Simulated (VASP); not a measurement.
# Hf3Cd (Fm-3m) in VASP: a series of runs, part 2 of 2

VASP 6.6.1. Earlier steps stand in the parts before.

## Step 4: Relaxation of cell and atoms, PBE

This run uses another cell than the first one, of 27.64 Å³/atom.

File INCAR:

```
  PREC = Accurate
  ENCUT = 600
  EDIFF = 1E-7
  ISMEAR = 0
  SIGMA = 0.1
  LREAL = F
  LASPH = T
  NELM = 60
  ALGO = Normal
  ISIF = 3
  LWAVE = F
  LCHARG = F
  GGA = PE
  IBRION = 2
  NSW = 90
  EDIFFG = -0.04
```

File KPOINTS:

```
regular mesh
0
Gamma
  4 4 4
```

File POSCAR:

```
Hf3Cd
1.0
    0.0000000000      3.8093458000      3.8093458000
    3.8093458000      0.0000000000      3.8093458000
    3.8093458000      3.8093458000      0.0000000000
Hf Cd
3 1
Direct
    0.2500000000      0.2500000000      0.2500000000
    0.7500000000      0.7500000000      0.7500000000
    0.5000000000      0.5000000000      0.5000000000
    0.0000000000      0.0000000000      0.0000000000
```

Potentials or basis: VASP PAW PBE potentials, release 64 (Hf_pv, Cd).

Command:

```console
> cat potpaw_PBE.64/Hf_pv/POTCAR potpaw_PBE.64/Cd/POTCAR > POTCAR
> mpirun -np 1 vasp_std > vasp.out
```

OUTCAR:

```text
PREC = Accurate
   ENCUT = 600
   EDIFF = 1E-7
   ISMEAR = 0
   LREAL = F
   LASPH = T
   NELM = 60
   ISIF = 3
   GGA = PE
   IBRION = 2
   NSW = 90
   EDIFFG = -0.04

 ion  position               nearest neighbor table
   1  0.250  0.250  0.250-   4 3.30   4 3.30   4 3.30   3 3.30   4 3.30   3 3.30   3 3.30   3 3.30
                             2 3.81   2 3.81   2 3.81   2 3.81   2 3.81   2 3.81
   2  0.750  0.750  0.750-   3 3.30   3 3.30   3 3.30   3 3.30   4 3.30   4 3.30   4 3.30   4 3.30
                             1 3.81   1 3.81   1 3.81   1 3.81   1 3.81   1 3.81
   3  0.500  0.500  0.500-   1 3.30   1 3.30   1 3.30   1 3.30   2 3.30   2 3.30   2 3.30   2 3.30
                             4 3.81   4 3.81   4 3.81   4 3.81   4 3.81   4 3.81
   4  0.000  0.000  0.000-   2 3.30   2 3.30   2 3.30   1 3.30   2 3.30   1 3.30   1 3.30   1 3.30
                             3 3.81   3 3.81   3 3.81   3 3.81   3 3.81   3 3.81

  LATTYP: Found a face centered cubic cell.
 ALAT       =     7.6186916000

  Lattice vectors:

 A1 = (   0.0000000000,   3.8093458000,   3.8093458000)
 A2 = (   3.8093458000,   0.0000000000,   3.8093458000)
 A3 = (   3.8093458000,   3.8093458000,   0.0000000000)

Analysis of symmetry for initial positions (statically):
=====================================================================
 Subroutine PRICEL returns:
 Original cell was already a primitive cell.

 Routine SETGRP: Setting up the symmetry group for a
 face centered cubic supercell.

 Subroutine GETGRP returns: Found 48 space group operations
 (whereof 48 operations were pure point group operations)
 out of a pool of 48 trial point group operations.

The static configuration has the point symmetry O_h .

Analysis of symmetry for dynamics (positions and initial velocities):
=====================================================================
 Subroutine PRICEL returns:
 Original cell was already a primitive cell.

 Routine SETGRP: Setting up the symmetry group for a
 face centered cubic supercell.

 Subroutine GETGRP returns: Found 48 space group operations
 (whereof 48 operations were pure point group operations)
 out of a pool of 48 trial point group operations.

The dynamic configuration has the point symmetry O_h .

 Subroutine INISYM returns: Found 48 space group operations
 (whereof 48 operations are pure point group operations),
 and found     1 'primitive' translations

[... 93 lines left out ...]
   NUPDOWN=      -1.0000    fix difference up-down
   EMIN   =  10.00;   EMAX   =-10.00  energy-range for DOS
   EFERMI =   0.00;   METHOD = LEGACY
   ISMEAR =     0;   SIGMA  =   0.10  broadening in eV -4-tet -1-fermi 0-gaus
   EFERMI_NEDOS =   21; number of points for ismear=-14 and -15
   IALGO  =     38    algorithm
   IMIX   =      4    mixing-type and parameters
     AMIX     =   0.40;   BMIX     =  1.00
     AMIX_MAG =   1.60;   BMIX_MAG =  1.00
  volume/ion in A,a.u.               =      27.64       186.52
  Fermi-wavevector in a.u.,A,eV,Ry     =   1.185671  2.240593 19.127284  1.405816
  Thomas-Fermi vector in A             =   2.321860
   LORBIT       =      0    0 simple, 1 ext, 2 COOP (PROOUT), +10 PAW based schemes
   GGA     = PE    functional components
   LHFCALC =     F    Hartree Fock is set to
   AEXX    =    0.0000 exact exchange contribution
   IVDW    =     0    specifies the selected vdW correction
   LEPSILON=     F    determine dielectric tensor
   LRPA    =     F    only Hartree local field effects (RPA)
 conjugate gradient relaxation of ions
 non-spin polarized calculation
 Gauss-broadening in eV      SIGMA  =   0.10
  energy-cutoff  :      600.00
  volume of cell :      110.56
 maximum number of plane-waves:      3709
 NGX is ok and might be reduce to    48
   NGX = 21   NGY = 21   NGZ = 21

--------------------------------------- Ionic step        1  -------------------------------------------

 number of electron      42.0000001 magnetization

 Free energy of the ion-electron system (eV)
  ---------------------------------------------------
  ext. energy  EPLUGINS =         0.00000000
  ---------------------------------------------------
  free energy    TOTEN  =       -28.34541246 eV

  energy without entropy =      -28.29255570  energy(sigma->0) =      -28.31898408

 E-fermi :   2.8673     XC(G=0): -10.2545

 val. band max:        2.8562169885   @ k =   0.5000   0.5000   0.0000
 cond. band min:       2.8722380295   @ k =  -0.2500   0.2500   0.0000
 fundamental gap:      0.0160210410
 Fermi energy:         2.8673324895

 k-point     1 :       0.0000    0.0000    0.0000
  band No.  band energies     occupation
      1     -28.5060      2.00000
      2     -28.5060      2.00000
      3     -28.5060      2.00000
      4     -28.4784      2.00000
      5     -28.4784      2.00000
      6     -28.4784      2.00000
[... 326 lines left out ...]
--------------------------------------- Ionic step        4  -------------------------------------------

 number of electron      42.0000001 magnetization

 Free energy of the ion-electron system (eV)
  ---------------------------------------------------
  ext. energy  EPLUGINS =         0.00000000
  ---------------------------------------------------
  free energy    TOTEN  =       -29.76440176 eV

  energy without entropy =      -29.72114636  energy(sigma->0) =      -29.74277406

 E-fermi :   4.4216     XC(G=0): -11.3979

 val. band max:        4.4046685737   @ k =   0.5000   0.5000   0.0000
 cond. band min:       4.4744980394   @ k =   0.2500   0.0000   0.0000
 fundamental gap:      0.0698294657
 Fermi energy:         4.4216392283

 k-point     1 :       0.0000    0.0000    0.0000
  band No.  band energies     occupation
      1     -26.2460      2.00000
      2     -26.2460      2.00000
      3     -26.2460      2.00000
      4     -26.2222      2.00000
      5     -26.2222      2.00000
      6     -26.2222      2.00000
[... 244 lines left out ...]
  FREE ENERGIE OF THE ION-ELECTRON SYSTEM (eV)
  ---------------------------------------------------
  free  energy   TOTEN  =       -29.7644017597 eV

  energy  without entropy=      -29.7211463608  energy(sigma->0) =      -29.74277406

 reached required accuracy - stopping structural energy minimisation
```

CONTCAR:

```text
Hf3Cd
   1.00000000000000
     0.0000000000000000    3.5030596549473954    3.5030596549473954
     3.5030596549473954   -0.0000000000000000    3.5030596549473954
     3.5030596549473954    3.5030596549473954   -0.0000000000000000
  Hf              Cd
     3     1
Direct
     0.2500000000000000    0.2500000000000000    0.2500000000000000
     0.7500000000000000    0.7500000000000000    0.7500000000000000
     0.5000000000000000    0.5000000000000000    0.5000000000000000
     0.0000000000000000    1.0000000000000000    0.0000000000000000

  0.00000000E+00  0.00000000E+00  0.00000000E+00
  0.00000000E+00  0.00000000E+00  0.00000000E+00
  0.00000000E+00  0.00000000E+00  0.00000000E+00
  0.00000000E+00  0.00000000E+00  0.00000000E+00
```

Wall time 95 s (1 thread of Intel Xeon 6975P-C (Granite Rapids), shared host); peak memory 0.34 GiB.

What came out:

* Free energy: -29.7644 eV
* Relaxed volume: 21.49 Å³/atom
* Relaxed cell: a = 4.954 Å, b = 4.954 Å, c = 4.954 Å, α = 60.00°, β = 60.00°, γ = 60.00°
* Space group after relaxing (to 0.1 Å): Fm-3m (No. 225)
* Energy gained by relaxing: 354.7 meV/atom
* Ionic steps: 4
* Pressure after relaxing: 0.2 GPa
* Band gap on the k mesh: zero (bands 21 and 22 overlap by 0.20 eV)

Step by step:
| step | energy change (eV) | largest force (eV/Å) | pressure (GPa) | volume (Å³) |
| --- | --- | --- | --- | --- |
| 1 | 0.0000 | 0.0000 | -15.12 | 110.56 |
| 2 | -0.7306 | 0.0000 | 20.43 | 73.86 |
| 3 | -1.4187 | 0.0000 | -0.34 | 86.42 |
| 4 | -1.4190 | 0.0000 | 0.17 | 85.98 |

Final structure:
```
Hf Cd
1.0
     0.00000    3.50306    3.50306
     3.50306    0.00000    3.50306
     3.50306    3.50306    0.00000
Hf Cd
3 1
Direct
  0.25000 0.25000 0.25000
  0.75000 0.75000 0.75000
  0.50000 0.50000 0.50000
  0.00000 0.00000 0.00000
```

Levels at points of the mesh, in eV from the Fermi level:
```csv
k point,band 17,band 18,band 19,band 20,band 21,band 22,band 23,band 24,band 25
"(0.00, 0.00, 0.00)",-1.55,-1.55,-1.51,-1.51,0.19,0.19,0.19,3.09,3.97
"(0.50, 0.00, 0.00)",-1.78,-1.78,-0.95,-0.43,-0.43,0.38,0.38,0.93,1.81
"(0.50, 0.50, 0.00)",-2.42,-2.28,-0.31,-0.06,-0.06,-0.02,-0.02,1.57,1.57
```

Caveat: the volume moved by over 15 % at a fixed basis, so the end points are rough; spin-orbit coupling is left out, which moves the levels of the heavy elements.

## Step 5: Summary

```tsv
task	cell	cutoff (eV)	gap on the mesh (eV)	pressure (GPa)
single point	a = 4.961 Å, angles 60.0°, 4 atoms	520	none	-0.3
single point	a = 5.387 Å, angles 60.0°, 4 atoms	520	none	-15.1
relaxation of cell and atoms	relaxed from a = 5.387 Å, angles 60.0°, 4 atoms	600	none	0.2
```

Alike in all rows: level PBE; potentials or basis VASP PAW PBE potentials, release 64 (Hf_pv, Cd); no spin polarisation; k mesh 4 × 4 × 4; smearing gaussian 0.1 eV.

Caveats: some runs use coarse meshes; spin-orbit coupling is left out, which moves the levels of the heavy elements; the cell stands under tension (at least some runs); the volume moved by over 15 % at a fixed basis, so the end points are rough (at least some runs).

Total energies depend on the potentials used, so only differences within one code and one set of settings carry meaning.

The gap in the log of VASP goes by the Fermi energy; the results here count the filled bands.